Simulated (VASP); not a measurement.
# HfO2 (Fm-3m) in VASP: a series of runs

Aim: see how the results for HfO2 move with the level of theory and the settings. Levels: PBE-based screened hybrid with 10 % exact exchange, B3LYP. Tasks: single point, relaxation of cell and atoms.

Everything below comes from runs of VASP 6.6.1. Logs are shortened: lines on timing, memory, paths and dates and some standing lists are left out, and cuts for length are marked.

### 1 The cell of the first run

It takes space group Fm-3m (No. 225, cubic). Conventional cell: a = 5.115 Å, b = 5.115 Å, c = 5.115 Å, α = 90.00°, β = 90.00°, γ = 90.00°. Within 2.9 Å of Hf (site symmetry m-3m) lie 8 O at 2.21 Å. Within 2.9 Å of O (site symmetry -43m) lie 4 Hf at 2.21 Å and 6 O at 2.56 Å.

### 2 Single point, PBE-based screened hybrid with 10 % exact exchange

File POSCAR:

```
HfO2
1.0
    0.0000000000      2.5575000000      2.5575000000
    2.5575000000      0.0000000000      2.5575000000
    2.5575000000      2.5575000000      0.0000000000
Hf O
1 2
Direct
    0.0000000000      0.0000000000      0.0000000000
    0.7500000000      0.7500000000      0.7500000000
    0.2500000000      0.2500000000      0.2500000000
```

File INCAR.step1:

```
SYSTEM = HfO2
PREC     = Accurate       ! precision mode
ENCUT    = 520            ! plane-wave cutoff, eV
EDIFF    = 1E-5           ! SCF threshold, eV
ISMEAR   = -1             ! smearing method
SIGMA    = 0.05           ! smearing width, eV
LREAL    = .FALSE.        ! projectors in reciprocal space
LASPH    = .TRUE.         ! aspherical terms in the spheres
NELM     = 80             ! most SCF steps
ALGO     = Normal         ! electronic algorithm
ISIF     = 2              ! what is computed and relaxed
LWAVE    = .TRUE.         ! write WAVECAR
LCHARG   = .FALSE.        ! write CHGCAR
NBANDS   = 18             ! bands
GGA      = PE             ! functional
```

File INCAR.step2:

```
SYSTEM = HfO2
PREC     = Accurate       ! precision mode
ENCUT    = 520            ! plane-wave cutoff, eV
EDIFF    = 1E-6           ! SCF threshold, eV
ISMEAR   = -1             ! smearing method
SIGMA    = 0.05           ! smearing width, eV
LREAL    = .FALSE.        ! projectors in reciprocal space
LASPH    = .TRUE.         ! aspherical terms in the spheres
NELM     = 80             ! most SCF steps
ALGO     = Normal         ! electronic algorithm
ISIF     = 2              ! what is computed and relaxed
LWAVE    = .FALSE.        ! write WAVECAR
LCHARG   = .FALSE.        ! write CHGCAR
GGA      = PE             ! functional
LHFCALC  = .TRUE.         ! exact exchange
AEXX     = 0.1            ! exact-exchange fraction
HFSCREEN = 0.2078699      ! screening, 1/A
PRECFOCK = Normal       
NBANDS   = 18             ! bands
ISTART   = 1
```

File KPOINTS:

```
regular mesh
0
G
  5 5 5
  0 0 0
```

Potentials or basis: VASP PAW PBE potentials, release 64 (Hf_pv, O).

Launch:

```sh
cat potpaw_PBE.64/Hf_pv/POTCAR potpaw_PBE.64/O/POTCAR > POTCAR
cp INCAR.step1 INCAR
mpirun -np 1 vasp_std > vasp.out
cp INCAR.step2 INCAR
mpirun -np 1 vasp_std > vasp.out
```

OUTCAR:

```text
SYSTEM = HfO2
   PREC = Accurate
   ENCUT = 520
   EDIFF = 1E-6
   ISMEAR = -1
   LREAL = .FALSE.
   LASPH = .TRUE.
   NELM = 80
   ISIF = 2
   GGA = PE
   LHFCALC = .TRUE.
   AEXX = 0.1
   HFSCREEN = 0.2078699
   PRECFOCK = Normal
   ISTART = 1

 ion  position               nearest neighbor table
   1  0.000  0.000  0.000-   2 2.21   2 2.21   2 2.21   2 2.21   3 2.21   3 2.21   3 2.21   3 2.21

   2  0.750  0.750  0.750-   1 2.21   1 2.21   1 2.21   1 2.21
   3  0.250  0.250  0.250-   1 2.21   1 2.21   1 2.21   1 2.21

  LATTYP: Found a face centered cubic cell.
 ALAT       =     5.1150000000

  Lattice vectors:

 A1 = (   0.0000000000,   2.5575000000,   2.5575000000)
 A2 = (   2.5575000000,   0.0000000000,   2.5575000000)
 A3 = (   2.5575000000,   2.5575000000,   0.0000000000)

Analysis of symmetry for initial positions (statically):
=====================================================================
 Subroutine PRICEL returns:
 Original cell was already a primitive cell.

 Routine SETGRP: Setting up the symmetry group for a
 face centered cubic supercell.

 Subroutine GETGRP returns: Found 48 space group operations
 (whereof 48 operations were pure point group operations)
 out of a pool of 48 trial point group operations.

The static configuration has the point symmetry O_h .

Analysis of symmetry for dynamics (positions and initial velocities):
=====================================================================
 Subroutine PRICEL returns:
 Original cell was already a primitive cell.

 Routine SETGRP: Setting up the symmetry group for a
 face centered cubic supercell.

 Subroutine GETGRP returns: Found 48 space group operations
 (whereof 48 operations were pure point group operations)
 out of a pool of 48 trial point group operations.

The dynamic configuration has the point symmetry O_h .

 Subroutine INISYM returns: Found 48 space group operations
 (whereof 48 operations are pure point group operations),
 and found     1 'primitive' translations

----------------------------------------------------------------------------------------

                                     Primitive cell

[... 78 lines left out ...]
   LREAL  =      F    real-space projection
   EDIFFG = 0.1E-04   stopping-criterion for IOM
   NSW    =      0    number of steps for IOM
   IBRION =     -1    ionic relax: 0-MD 1-quasi-New 2-CG
   NFREE  =      0    steps in history (QN), initial steepest desc. (CG)
   ISIF   =      2    stress and relaxation
   ISYM   =      3    0-nonsym 1-usesym 2-fastsym
   POTIM  = 0.5000    time-step for ionic-motion
   TEBEG  =    0.0;   TEEND  =   0.0 temperature during run
   PSTRESS=    0.0 pullay stress
   NELECT =      22.0000    total number of electrons
   NUPDOWN=      -1.0000    fix difference up-down
   EMIN   =  10.00;   EMAX   =-10.00  energy-range for DOS
   EFERMI =   0.00;   METHOD = LEGACY
   ISMEAR =    -1;   SIGMA  =   0.05  broadening in eV -4-tet -1-fermi 0-gaus
   EFERMI_NEDOS =   21; number of points for ismear=-14 and -15
   IALGO  =     38    algorithm
   IMIX   =      1    mixing-type and parameters
     AMIX     =   0.40;   BMIX     =  1.00
     AMIX_MAG =   1.60;   BMIX_MAG =  1.00
  volume/ion in A,a.u.               =      11.15        75.26
  Fermi-wavevector in a.u.,A,eV,Ry     =   1.423607  2.690227 27.574337  2.026657
  Thomas-Fermi vector in A             =   2.544186
   LORBIT       =      0    0 simple, 1 ext, 2 COOP (PROOUT), +10 PAW based schemes
   GGA     = PE    functional components
   LHFCALC =     T    Hartree Fock is set to
   PRECFOCK=normal    Normal, Fast or Accurate (Low or Medium for compatibility)
   ENCUT4O =  -1.0   cutoff for four orbital integrals eV
   NKREDX  =     1    reduce k-point grid by
   NKREDY  =     1    reduce k-point grid by
   NKREDZ  =     1    reduce k-point grid by
   AEXX    =    0.1000 exact exchange contribution
   HFSCREEN=    0.2079 screening length (either q_TF or 0.3 A-1)
   HFSCREENC=   0.2079 screening length for correlation (either q_TF or 0.3 A-1)
   ENCUTFOCK=  -1.0 apply spherical cutoff to Coloumb kernel
   IVDW    =     0    specifies the selected vdW correction
   LEPSILON=     F    determine dielectric tensor
   LRPA    =     F    only Hartree local field effects (RPA)
 non-spin polarized calculation
  energy-cutoff  :      520.00
  volume of cell :       33.46
 maximum number of plane-waves:       914
  NGX = 24; NGY = 24; NGZ = 24

 number of electron      21.9999993 magnetization

 Free energy of the ion-electron system (eV)
  ---------------------------------------------------
  ext. energy  EPLUGINS =         0.00000000
  ---------------------------------------------------
  free energy    TOTEN  =       -32.59404598 eV

  energy without entropy =      -32.59404598  energy(sigma->0) =      -32.59404598

 E-fermi :   4.5507     XC(G=0): -10.8525

 val. band max:        3.4537467653   @ k =  -0.4000   0.4000   0.0000
 cond. band min:       8.0792493051   @ k =   0.0000   0.0000   0.0000
 fundamental gap:      4.6255025399
 Fermi energy:         4.5506847901

 k-point     1 :       0.0000    0.0000    0.0000
  band No.  band energies     occupation
      1     -26.7892      2.00000
      2     -26.7892      2.00000
      3     -26.7892      2.00000
      4     -15.6091      2.00000
      5     -12.6412      2.00000
      6      -1.7091      2.00000
[... 187 lines left out ...]
      5     -13.7030      2.00000
      6      -1.6537      2.00000
[... 10 lines left out ...]
     17      16.0871      0.00000
     18      17.7474      0.00000

------------------------ aborting loop because EDIFF is reached ----------------------------------------

  FORCE on cell =-STRESS in cart. coord.  units (eV):
  Direction    XX          YY          ZZ          XY          YZ          ZX
  --------------------------------------------------------------------------------------
  -------------------------------------------------------------------------------------
  Total       -1.8753603     -1.8753603     -1.8753603      0.0000000     -0.0000000      0.0000000
  in kB      -89.8086948    -89.8086948    -89.8086948      0.0000000     -0.0000000      0.0000000
  external PRESSURE =     -89.8086948 kB  Pullay stress =       0.0000000 kB

 VOLUME and BASIS-vectors are now :
 -----------------------------------------------------------------------------
  energy-cutoff  :      520.00
  volume of cell :       33.46
      direct lattice vectors                 reciprocal lattice vectors
     0.000000000  2.557500000  2.557500000    -0.195503421  0.195503421  0.195503421
     2.557500000  0.000000000  2.557500000     0.195503421 -0.195503421  0.195503421
     2.557500000  2.557500000  0.000000000     0.195503421  0.195503421 -0.195503421

 POSITION                                       TOTAL-FORCE (eV/Angst)
 -----------------------------------------------------------------------------------
      0.00000      0.00000      0.00000        -0.000000     -0.000000     -0.000000
      3.83625      3.83625      3.83625         0.000000      0.000000      0.000000
      1.27875      1.27875      1.27875        -0.000000     -0.000000      0.000000
 -----------------------------------------------------------------------------------
    total drift:                                0.000000     -0.000000     -0.000000

  FREE ENERGIE OF THE ION-ELECTRON SYSTEM (eV)
  ---------------------------------------------------
  free  energy   TOTEN  =       -32.5940459816 eV

  energy  without entropy=      -32.5940459816  energy(sigma->0) =      -32.59404598
```

OUTCAR.step1:

```text
SYSTEM = HfO2
   PREC = Accurate
   ENCUT = 520
   EDIFF = 1E-5
   ISMEAR = -1
   LREAL = .FALSE.
   LASPH = .TRUE.
[... 417 lines left out ...]
      0.00000      0.00000      0.00000        -0.000000      0.000000     -0.000000
      3.83625      3.83625      3.83625        -0.000000     -0.000000     -0.000000
      1.27875      1.27875      1.27875         0.000000      0.000000      0.000000
 -----------------------------------------------------------------------------------
    total drift:                                0.000000      0.000000      0.000000

  FREE ENERGIE OF THE ION-ELECTRON SYSTEM (eV)
  ---------------------------------------------------
  free  energy   TOTEN  =       -30.2335990323 eV

  energy  without entropy=      -30.2335990323  energy(sigma->0) =      -30.23359903
```

Run time: 10 min. Hardware: 1 thread of Intel Xeon 6975P-C (Granite Rapids), shared host; peak memory 0.27 GiB.

Results:

| Property | Result |
| --- | --- |
| Free energy | -32.5940 eV |
| Pressure | -9.0 GPa |
| Band gap on the k mesh | 4.63 eV (least direct gap 4.95 eV) |

Levels at points of the mesh, in eV from the valence-band top:
| k point | band 9 | band 10 | band 11 | band 12 | band 13 | band 14 |
| --- | --- | --- | --- | --- | --- | --- |
| (0.00, 0.00, 0.00) | -0.42 | -0.42 | -0.42 | 4.63 | 4.63 | 6.43 |

Caveat: the k points lie up to 0.43 Å⁻¹ apart; the PAW data sets were made with another functional, which shifts forces and pressure a little; spin-orbit coupling is left out, which moves the levels of the heavy elements; an odd mesh through Γ misses points on the zone boundary, where band edges can lie.

### 3 Relaxation of cell and atoms, B3LYP

POSCAR is that of step 2.

File INCAR.step1:

```
SYSTEM = HfO2
PREC = Accurate
ENCUT = 600
EDIFF = 1E-5
ISMEAR = -1
SIGMA = 0.05
LREAL = .FALSE.
LASPH = .TRUE.
NELM = 100
ALGO = Normal
LWAVE = .TRUE.
LCHARG = .FALSE.
GGA = PE
NBANDS = 18
```

File INCAR.step2:

```
SYSTEM = HfO2
PREC = Accurate
ENCUT = 600
EDIFF = 1E-6
ISMEAR = -1
SIGMA = 0.05
LREAL = .FALSE.
LASPH = .TRUE.
NELM = 100
ALGO = Normal
ISIF = 3
LWAVE = .FALSE.
LCHARG = .FALSE.
GGA = B3
LHFCALC = .TRUE.
AEXX = 0.2
AGGAX = 0.72
AGGAC = 0.81
ALDAC = 0.19
PRECFOCK = Normal
IBRION = 2
NSW = 60
EDIFFG = -0.01
ISTART = 1
```

KPOINTS is that of step 2.

Potentials or basis: VASP PAW PBE potentials, release 64 (Hf_pv, O).

Launch:

```sh
cat potpaw_PBE.64/Hf_pv/POTCAR potpaw_PBE.64/O/POTCAR > POTCAR
cp INCAR.step1 INCAR
mpirun -np 1 vasp_std > vasp.out
cp INCAR.step2 INCAR
mpirun -np 1 vasp_std > vasp.out
```

It took 1.9 h on 1 thread of Oxide Virtual Turin-like, shared host; peak memory 0.16 GiB.

It converged, with:

| Quantity | Value |
| --- | --- |
| Free energy | -35.7354 eV |
| Relaxed volume | 10.87 Å³/atom |
| Relaxed cell | a = 3.586 Å, b = 3.586 Å, c = 3.586 Å, α = 60.00°, β = 60.00°, γ = 60.00° |
| Space group after relaxing (to 0.1 Å) | Fm-3m (No. 225) |
| Energy gained by relaxing | 5.9 meV/atom |
| Ionic steps | 3 |
| Pressure after relaxing | -0.1 GPa |
| Band gap on the k mesh | 5.98 eV (least direct gap 6.36 eV) |

Step by step:
```tsv
step	energy change (eV)	largest force (eV/Å)	pressure (GPa)	volume (Å³)
1	0.0000	0.0000	-6.51	33.46
2	0.0276	0.0000	11.58	31.31
3	-0.0176	0.0000	-0.08	32.61
```

Final structure:
```cif
data_structure
_symmetry_space_group_name_H-M 'P 1'
_symmetry_Int_Tables_number 1
_cell_length_a 3.5862
_cell_length_b 3.5862
_cell_length_c 3.5862
_cell_angle_alpha 60.000
_cell_angle_beta 60.000
_cell_angle_gamma 60.000
_cell_volume 32.61
loop_
_atom_site_label
_atom_site_type_symbol
_atom_site_fract_x
_atom_site_fract_y
_atom_site_fract_z
_atom_site_occupancy
Hf1 Hf 0.00000 0.00000 0.00000 1
O1 O 0.75000 0.75000 0.75000 1
O2 O 0.25000 0.25000 0.25000 1
```

Levels at points of the mesh, in eV from the valence-band top:
| k point | band 9 | band 10 | band 11 | band 12 | band 13 | band 14 |
| --- | --- | --- | --- | --- | --- | --- |
| (0.00, 0.00, 0.00) | -0.44 | -0.44 | -0.44 | 5.98 | 5.98 | 8.19 |

Caveat: the k points lie up to 0.43 Å⁻¹ apart in the final cell; the PAW data sets were made with another functional, which shifts forces and pressure a little; spin-orbit coupling is left out, which moves the levels of the heavy elements; an odd mesh through Γ misses points on the zone boundary, where band edges can lie.
